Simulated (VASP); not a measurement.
# Os (P6_3/mmc) in VASP: further runs

Runs on Os. Level: PBEsol. Tasks: single point.

Everything below comes from runs of VASP 6.6.1. Logs are shortened: lines on timing, memory, paths and dates and some standing lists are left out, and cuts for length are marked.

### Step 1. The cell of the first run

The structure is hexagonal, space group P6_3/mmc (No. 194). Conventional cell: a = 2.734 Å, b = 2.734 Å, c = 4.320 Å, α = 90.00°, β = 90.00°, γ = 120.00°. Within 3.5 Å of Os (site symmetry -6m2) lie 12 Os at 2.68 to 2.73 Å.

### Step 2. Single point, PBEsol

INCAR

```
SYSTEM = Os
PREC = Accurate ; ENCUT = 520
EDIFF = 1E-7 ; ISMEAR = 0
SIGMA = 0.1 ; LREAL = .FALSE.
LASPH = .TRUE. ; NELM = 60
ALGO = Fast ; ISIF = 2
LWAVE = .FALSE. ; LCHARG = .TRUE.
GGA = PS ; LELF = .TRUE.
LVHAR = .TRUE. ; NBANDS = 15
```

KPOINTS

```
regular mesh
0
G
  9 9 4
  0 0 0
```

POSCAR

```
Os
1.0
    2.7341000000      0.0000000000      0.0000000000
   -1.3670500000      2.3678000565      0.0000000000
    0.0000000000      0.0000000000      4.3197000000
Os
2
Direct
    0.3333333333      0.6666666667      0.2500000000
    0.6666666667      0.3333333333      0.7500000000
```

Potentials or basis: VASP PAW PBE potentials, release 64 (Os).

On the command line:

```
$ cat potpaw_PBE.64/Os/POTCAR > POTCAR
$ mpirun -np 1 vasp_std > vasp.out
```

OUTCAR:

```text
SYSTEM = Os
   PREC = Accurate
   ENCUT = 520
   EDIFF = 1E-7
   ISMEAR = 0
   LREAL = .FALSE.
   LASPH = .TRUE.
   NELM = 60
   ISIF = 2
   GGA = PS

 ion  position               nearest neighbor table
   1  0.333  0.667  0.250-   2 2.68   2 2.68   2 2.68   2 2.68   2 2.68   2 2.68
   2  0.667  0.333  0.750-   1 2.68   1 2.68   1 2.68   1 2.68   1 2.68   1 2.68

  LATTYP: Found a hexagonal cell.
 ALAT       =     2.7341000000
 C/A-ratio  =     1.5799348963

  Lattice vectors:

 A1 = (   2.7341000000,   0.0000000000,   0.0000000000)
 A2 = (  -1.3670500000,   2.3678000565,   0.0000000000)
 A3 = (   0.0000000000,   0.0000000000,   4.3197000000)

Analysis of symmetry for initial positions (statically):
=====================================================================
 Subroutine PRICEL returns:
 Original cell was already a primitive cell.

 Routine SETGRP: Setting up the symmetry group for a
 hexagonal supercell.

 Subroutine GETGRP returns: Found 24 space group operations
 (whereof 12 operations were pure point group operations)
 out of a pool of 24 trial point group operations.

The static configuration has the point symmetry D_3d.
 The point group associated with its full space group is D_6h.

Analysis of symmetry for dynamics (positions and initial velocities):
=====================================================================
 Subroutine PRICEL returns:
 Original cell was already a primitive cell.

 Routine SETGRP: Setting up the symmetry group for a
 hexagonal supercell.

 Subroutine GETGRP returns: Found 24 space group operations
 (whereof 12 operations were pure point group operations)
 out of a pool of 24 trial point group operations.

The dynamic configuration has the point symmetry D_3d.
 The point group associated with its full space group is D_6h.

 Subroutine INISYM returns: Found 24 space group operations
 (whereof 12 operations are pure point group operations),
 and found     1 'primitive' translations

----------------------------------------------------------------------------------------

                                     Primitive cell

  volume of cell :      27.9649

  direct lattice vectors                    reciprocal lattice vectors
     2.734100000  0.000000000  0.000000000     0.365751070  0.211166479  0.000000000
    -1.367050000  2.367800057  0.000000000     0.000000000  0.422332957  0.000000000
     0.000000000  0.000000000  4.319700000     0.000000000  0.000000000  0.231497558

  length of vectors
     2.734100000  2.734100000  4.319700000     0.422332957  0.422332957  0.231497558

  position of ions in fractional coordinates (direct lattice)
     0.333333333  0.666666667  0.250000000
     0.666666667  0.333333333  0.750000000

  ion indices of the primitive-cell ions
   primitive index   ion index
                 1           1
                 2           2

----------------------------------------------------------------------------------------

 KPOINTS: regular mesh

Automatic generation of k-mesh.
 Grid dimensions read from file:
 generate k-points for:    9    9    4

 Generating k-lattice:

  Cartesian coordinates                     Fractional coordinates (reciprocal lattice)
     0.040639008  0.023462942  0.000000000     0.111111111  0.000000000  0.000000000
     0.000000000  0.046925884  0.000000000     0.000000000  0.111111111  0.000000000
     0.000000000  0.000000000  0.057874389     0.000000000  0.000000000  0.250000000

  Length of vectors
     0.046925884  0.046925884  0.057874389

  Shift w.r.t. Gamma in fractional coordinates (k-lattice)
     0.000000000  0.000000000  0.000000000

 Subroutine IBZKPT returns following result:
 ===========================================

 Found     36 irreducible k-points:

 Following reciprocal coordinates:
            Coordinates               Weight
  0.000000  0.000000  0.000000      1.000000
  0.111111  0.000000  0.000000      6.000000
  0.222222  0.000000  0.000000      6.000000
  0.333333  0.000000  0.000000      6.000000
  0.444444  0.000000  0.000000      6.000000
  0.111111  0.111111  0.000000      6.000000
[... 16 lines left out ...]
  0.333333  0.222222  0.250000     24.000000
  0.333333  0.333333  0.250000      4.000000
 [... further k-points ...]
   k-points           NKPTS =     36   k-points in BZ     NKDIM =     36   number of bands    NBANDS=     15
   number of dos      NEDOS =    301   number of ions     NIONS =      2
   total plane-waves  NPLWV =  12800
   dimension x,y,z NGX =    20 NGY =   20 NGZ =   32
   dimension x,y,z NGXF=    40 NGYF=   40 NGZF=   64
   ions per type =               2
   NGX,Y,Z   is equivalent  to a cutoff of  12.16, 12.16, 12.32 a.u.
   NGXF,Y,Z  is equivalent  to a cutoff of  24.32, 24.32, 24.63 a.u.
 SYSTEM =  Os
   PREC   = accura    normal or accurate (medium, high low for compatibility)
   ISTART =      0    job   : 0-new  1-cont  2-samecut
   ICHARG =      2    charge: 1-file 2-atom 10-const
   ISPIN  =      1    spin polarized calculation?
   LNONCOLLINEAR =      F non collinear calculations
   LSORBIT =      F    spin-orbit coupling
   LASPH  =      T    aspherical Exc in radial PAW
   ENCUT  =  520.0 eV  38.22 Ry    6.18 a.u.   5.08  5.08  8.03*2*pi/ulx,y,z
   NELM   =     60;   NELMIN=  2; NELMDL= -5     # of ELM steps
   EDIFF  = 0.1E-06   stopping-criterion for ELM
   LREAL  =      F    real-space projection
   EDIFFG = 0.1E-05   stopping-criterion for IOM
   NSW    =      0    number of steps for IOM
   IBRION =     -1    ionic relax: 0-MD 1-quasi-New 2-CG
   NFREE  =      0    steps in history (QN), initial steepest desc. (CG)
   ISIF   =      2    stress and relaxation
   ISYM   =      2    0-nonsym 1-usesym 2-fastsym
   POTIM  = 0.5000    time-step for ionic-motion
   TEBEG  =    0.0;   TEEND  =   0.0 temperature during run
   PSTRESS=    0.0 pullay stress
   NELECT =      16.0000    total number of electrons
   NUPDOWN=      -1.0000    fix difference up-down
   EMIN   =  10.00;   EMAX   =-10.00  energy-range for DOS
   EFERMI =   0.00;   METHOD = LEGACY
   ISMEAR =     0;   SIGMA  =   0.10  broadening in eV -4-tet -1-fermi 0-gaus
   EFERMI_NEDOS =   21; number of points for ismear=-14 and -15
   IALGO  =     68    algorithm
   IMIX   =      4    mixing-type and parameters
     AMIX     =   0.40;   BMIX     =  1.00
     AMIX_MAG =   1.60;   BMIX_MAG =  1.00
  volume/ion in A,a.u.               =      13.98        94.36
  Fermi-wavevector in a.u.,A,eV,Ry     =   1.359076  2.568282 25.131161  1.847088
  Thomas-Fermi vector in A             =   2.485855
   LORBIT       =      0    0 simple, 1 ext, 2 COOP (PROOUT), +10 PAW based schemes
   GGA     = PS    functional components
   LHFCALC =     F    Hartree Fock is set to
   AEXX    =    0.0000 exact exchange contribution
   IVDW    =     0    specifies the selected vdW correction
   LEPSILON=     F    determine dielectric tensor
   LRPA    =     F    only Hartree local field effects (RPA)
 non-spin polarized calculation
 RMM-DIIS sequential band-by-band and
 Gauss-broadening in eV      SIGMA  =   0.10
  energy-cutoff  :      520.00
  volume of cell :       27.96
 maximum number of plane-waves:       768
   NGX = 11   NGY = 11   NGZ = 17

 number of electron      15.9999998 magnetization

 Free energy of the ion-electron system (eV)
  ---------------------------------------------------
  ext. energy  EPLUGINS =         0.00000000
  ---------------------------------------------------
  free energy    TOTEN  =       -24.50608002 eV

  energy without entropy =      -24.50383085  energy(sigma->0) =      -24.50495544

 E-fermi :   9.4551     XC(G=0): -14.1589

 val. band max:        9.4548319439   @ k =   0.3333   0.0000   0.2500
 cond. band min:       9.6633684078   @ k =   0.3333   0.1111   0.2500
 fundamental gap:      0.2085364639
 Fermi energy:         9.4550911222

 k-point     1 :       0.0000    0.0000    0.0000
  band No.  band energies     occupation
      1      -1.6835      2.00000
      2       1.4820      2.00000
      3       6.2328      2.00000
      4       6.2328      2.00000
      5       6.4916      2.00000
      6       7.0780      2.00000
      7       7.0780      2.00000
      8       7.7360      2.00000
      9       7.7360      2.00000
     10       9.3101      1.95969
     11      10.9935      0.00000
     12      10.9935      0.00000
     13      18.3543      0.00000
     14      23.3537      0.00000
     15      26.0897      0.00000

 k-point     2 :       0.1111    0.0000    0.0000
  band No.  band energies     occupation
      1      -1.1911      2.00000
      2       1.9094      2.00000
      3       5.5228      2.00000
      4       6.6714      2.00000
      5       6.7662      2.00000
      6       6.9735      2.00000
      7       7.1396      2.00000
      8       7.4044      2.00000
      9       7.4868      2.00000
     10       8.0726      2.00000
     11      11.2185      0.00000
     12      13.1319      0.00000
     13      18.2994      0.00000
     14      24.3281      0.00000
     15      26.6887      0.00000

 k-point     3 :       0.2222    0.0000    0.0000
  band No.  band energies     occupation
      1       0.1028      2.00000
      2       2.7051      2.00000
      3       4.9015      2.00000
      4       5.1223      2.00000
      5       6.2857      2.00000
      6       6.7320      2.00000
      7       7.4653      2.00000
      8       7.9142      2.00000
      9       8.1938      2.00000
     10       8.6301      2.00000
     11      11.6126      0.00000
     12      16.0939      0.00000
     13      17.9999      0.00000
     14      24.3207      0.00000
     15      26.0276      0.00000
[... 343 lines left out ...]
 k-point    23 :       0.3333    0.2222    0.2500
  band No.  band energies     occupation
      1       2.6078      2.00000
      2       3.6255      2.00000
      3       3.8264      2.00000
      4       4.4580      2.00000
      5       5.5960      2.00000
      6       6.5305      2.00000
      7       7.6200      2.00000
      8       9.7117      0.00028
      9      10.5038      0.00000
     10      11.7918      0.00000
     11      14.3888      0.00000
     12      16.0113      0.00000
     13      18.7316      0.00000
     14      19.3365      0.00000
     15      22.1014      0.00000

 k-point    24 :       0.3333    0.3333    0.2500
  band No.  band energies     occupation
      1       3.2680      2.00000
      2       3.6598      2.00000
      3       3.6598      2.00000
      4       4.6946      2.00000
      5       5.8336      2.00000
      6       5.8336      2.00000
      7       7.7918      2.00000
      8       9.6760      0.00179
      9      10.9292      0.00000
     10      10.9292      0.00000
     11      15.5479      0.00000
     12      15.5479      0.00000
     13      18.2172      0.00000
     14      21.4664      0.00000
     15      21.4664      0.00000

 [... further k-points ...]

------------------------ aborting loop because EDIFF is reached ----------------------------------------

  FORCE on cell =-STRESS in cart. coord.  units (eV):
  Direction    XX          YY          ZZ          XY          YZ          ZX
  --------------------------------------------------------------------------------------
  -------------------------------------------------------------------------------------
  Total       -0.3913215     -0.3913215     -0.5206282     -0.0000000      0.0000000      0.0000000
  in kB      -22.4197770    -22.4197770    -29.8280751     -0.0000000      0.0000000      0.0000000
  external PRESSURE =     -24.8892097 kB  Pullay stress =       0.0000000 kB

 VOLUME and BASIS-vectors are now :
 -----------------------------------------------------------------------------
  energy-cutoff  :      520.00
  volume of cell :       27.96
      direct lattice vectors                 reciprocal lattice vectors
     2.734100000  0.000000000  0.000000000     0.365751070  0.211166479  0.000000000
    -1.367050000  2.367800057  0.000000000     0.000000000  0.422332957  0.000000000
     0.000000000  0.000000000  4.319700000     0.000000000  0.000000000  0.231497558

 POSITION                                       TOTAL-FORCE (eV/Angst)
 -----------------------------------------------------------------------------------
     -0.00000      1.57853      1.07993        -0.000000      0.000000      0.000000
      1.36705      0.78927      3.23977         0.000000     -0.000000      0.000000
 -----------------------------------------------------------------------------------
    total drift:                               -0.000000      0.000000     -0.000000

  FREE ENERGIE OF THE ION-ELECTRON SYSTEM (eV)
  ---------------------------------------------------
  free  energy   TOTEN  =       -24.5060800222 eV

  energy  without entropy=      -24.5038308495  energy(sigma->0) =      -24.50495544
```

It took 15 s on 1 thread of AMD EPYC 7R13 (Zen 3), shared host; peak memory 0.11 GiB.

Results:

```
Free energy            : -24.5061 eV
Pressure               : -2.5 GPa
Band gap on the k mesh : zero (bands 8 and 9 overlap by 3.85 eV)
```

Caveat: the k points lie up to 0.36 Å⁻¹ apart, too coarse for converged energies and pressures of a metal; the PAW data sets were made with another functional, which shifts forces and pressure a little; spin-orbit coupling is left out, which moves the levels of the heavy elements.

### Step 3. Single point, PBEsol

This run uses another cell than the first one, of 13.89 Å³/atom.

INCAR

```
SYSTEM = Os
PREC = Accurate ; ENCUT = 520
EDIFF = 1E-7 ; ISMEAR = 0
SIGMA = 0.1 ; LREAL = .FALSE.
LASPH = .TRUE. ; NELM = 80
ALGO = Normal ; ISIF = 2
LWAVE = .FALSE. ; LCHARG = .FALSE.
GGA = PS ; NBANDS = 15
```

KPOINTS

```
Automatic mesh
0
G
  18 18 10
  0 0 0
```

POSCAR

```
Os
1.0
    2.7272132469      0.0000000000      0.0000000000
   -1.3636066235      2.3618359534      0.0000000000
    0.0000000000      0.0000000000      4.3132446888
Os
2
Direct
    0.3333333333      0.6666666667      0.2500000000
    0.6666666667      0.3333333333      0.7500000000
```

Potentials or basis: VASP PAW PBE potentials, release 64 (Os).

On the command line:

```
$ cat potpaw_PBE.64/Os/POTCAR > POTCAR
$ mpirun -np 1 vasp_std > vasp.out
```

Run time: 52 s. Hardware: 1 thread of AMD EPYC 7R13 (Zen 3), shared host; peak memory 0.17 GiB.

Results (log left out):

```
Free energy            : -24.4857 eV
Pressure               : 0.5 GPa
Band gap on the k mesh : zero (bands 8 and 9 overlap by 4.00 eV)
```

Stress tensor (GPa, compression positive):
```
0.51 0.00 0.00
0.00 0.51 0.00
0.00 0.00 0.43
```

Levels at points of the mesh, in eV from the Fermi level:
| k point | band 4 | band 5 | band 6 | band 7 | band 8 | band 9 | band 10 | band 11 | band 12 | band 13 |
| --- | --- | --- | --- | --- | --- | --- | --- | --- | --- | --- |
| (0.00, 0.00, 0.00) | -3.10 | -2.85 | -2.25 | -2.25 | -1.57 | -1.57 | -0.01 | 1.71 | 1.71 | 9.11 |
| (0.50, 0.00, 0.00) | -3.59 | -2.95 | -2.61 | -1.92 | 2.08 | 2.65 | 2.76 | 4.47 | 5.76 | 9.38 |
| (0.00, 0.00, 0.50) | -3.63 | -3.29 | -3.29 | -3.29 | -3.29 | 0.91 | 0.91 | 0.91 | 0.91 | 13.76 |
| (0.50, 0.00, 0.50) | -5.41 | -1.22 | -1.22 | -0.18 | -0.18 | 2.42 | 2.42 | 3.34 | 3.34 | 9.19 |

Caveat: the PAW data sets were made with another functional, which shifts forces and pressure a little; spin-orbit coupling is left out, which moves the levels of the heavy elements.

### Step 4. Single point, PBEsol

This run uses another cell than the first one, of 13.90 Å³/atom.

INCAR

```
SYSTEM = Os
PREC     = Accurate       ! precision mode
ENCUT    = 520            ! plane-wave cutoff, eV
EDIFF    = 1E-6           ! SCF threshold, eV
ISMEAR   = -1             ! smearing method
SIGMA    = 0.15           ! smearing width, eV
LREAL    = .False.        ! projectors in reciprocal space
LASPH    = .True.         ! aspherical terms in the spheres
NELM     = 100            ! most SCF steps
ALGO     = Fast           ! electronic algorithm
ISIF     = 2              ! what is computed and relaxed
LWAVE    = .False.        ! write WAVECAR
LCHARG   = .False.        ! write CHGCAR
GGA      = PS             ! functional
NBANDS   = 15             ! bands
```

KPOINTS

```
Automatic mesh
0
Gamma
  18 18 12
  0 0 0
```

POSCAR

```
Os
1.0
    2.7290030556      0.0000000000      0.0000000000
   -1.3645015278      2.3633859731      0.0000000000
    0.0000000000      0.0000000000      4.3110892369
Os
2
Direct
    0.3333333333      0.6666666667      0.2500000000
    0.6666666667      0.3333333333      0.7500000000
```

On the command line:

```
$ cat potpaw_PBE.64/Os/POTCAR > POTCAR
$ mpirun -np 1 vasp_std > vasp.out
```

It took 64 s on 1 thread of AMD EPYC 7R13 (Zen 3), shared host; peak memory 0.17 GiB.

It converged, with:

- Free energy: -24.5305 eV
- Pressure: 0.4 GPa
- Band gap on the k mesh: zero (bands 8 and 9 overlap by 3.98 eV)

Levels at points of the mesh, in eV from the Fermi level:
```tsv
k point	band 5	band 6	band 7	band 8	band 9	band 10	band 11	band 12
(0.00, 0.00, 0.00)	-2.86	-2.26	-2.26	-1.60	-1.60	-0.02	1.69	1.69
(0.50, 0.00, 0.00)	-2.98	-2.62	-1.93	2.05	2.62	2.74	4.44	5.73
(0.00, 0.00, 0.50)	-3.31	-3.31	-3.31	-3.31	0.89	0.89	0.89	0.89
(0.50, 0.00, 0.50)	-1.24	-1.24	-0.20	-0.20	2.39	2.39	3.31	3.31
```

Caveat: the PAW data sets were made with another functional, which shifts forces and pressure a little; spin-orbit coupling is left out, which moves the levels of the heavy elements.

### Step 5. Summary

```csv
cell,k mesh,smearing,gap on the mesh (eV),pressure (GPa)
"a = 2.734, b = 2.734, c = 4.320 Å, angles 90.0, 90.0, 120.0°, 2 atoms",9 × 9 × 4,gaussian 0.1 eV,none,-2.5
"a = 2.727, b = 2.727, c = 4.313 Å, angles 90.0, 90.0, 120.0°, 2 atoms",18 × 18 × 10,gaussian 0.1 eV,none,0.5
"a = 2.729, b = 2.729, c = 4.311 Å, angles 90.0, 90.0, 120.0°, 2 atoms",18 × 18 × 12,fermi-dirac 0.15 eV,none,0.4
```

Alike in all rows: task single point; level PBEsol; potentials or basis VASP PAW PBE potentials, release 64 (Os); no spin polarisation; cutoff (eV) 520.

Caveats: some runs use coarse meshes; the PAW data sets were made with another functional, which shifts forces and pressure a little; spin-orbit coupling is left out, which moves the levels of the heavy elements.

Absolute energies hang on the potentials; compare differences alone.
